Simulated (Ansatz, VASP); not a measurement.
# I: VASP beside Ansatz

INCAR

```
PREC = Accurate
ENCUT = 520
EDIFF = 1E-7
ISMEAR = 0
SIGMA = 0.017
LREAL = F
LASPH = T
NELM = 100
ALGO = Normal
ISIF = 2
LWAVE = F
LCHARG = T
GGA = PE
LELF = T
LVHAR = T
NBANDS = 10
```

The input KPOINTS:

```
regular mesh
0
Gamma
  9 9 9
```

POSCAR

```
I
1.0
    0.0000000000      2.3656004428      3.9098401324
    2.1922454667      0.0000000000      3.9098401324
    2.1922454667      2.3656004428      0.0000000000
I
1
Direct
    0.0000000000      0.0000000000      0.0000000000
```

input.yaml

```yaml
crystal:
  lattice:
    - [0.0, 2.3656004428, 3.9098401324]
    - [2.1922454667, 0.0, 3.9098401324]
    - [2.1922454667, 2.3656004428, 0.0]
  atoms:
    - { symbol: I, position: [0.0, 0.0, 0.0] }
kpoints:
  mp_grid: { grid: [9, 9, 9] }
scf:
  occupations: { method: gaussian, width: 0.017 }
hamiltonian:
  xc: pbe
  pseudopotentials: { kind: all_electron, lapw: { basis_error: 0.001 } }
output:
  forces: true
  stress: true
  eigenvalues: true
```

Alike in both runs: task single point; functional PBE; k mesh 9 × 9 × 9; occupations gaussian, width 0.017 eV; no spin polarisation.

|  | VASP | Ansatz |
| --- | --- | --- |
| version | VASP 6.6.1 | Ansatz 0.2.0 |
| potentials or method | VASP PAW PBE potentials, release 64 (I), cutoff 520 eV | all-electron LAPW, scalar-relativistic |

|  | VASP | Ansatz | Ansatz less VASP |
| --- | --- | --- | --- |
| gap on the k mesh at the Fermi level (eV) | none | none | - |
| pressure (GPa) | 0.4 | 0.5 | +0.04 |
| traceless stress, the component that is largest in VASP (GPa) | 0.35 | 0.31 | -0.044 |

A gap of «none» marks a metal or a gap that the smearing closes. Ansatz ran all-electron here, and VASP with PAW potentials.

Spin-orbit coupling is off throughout.
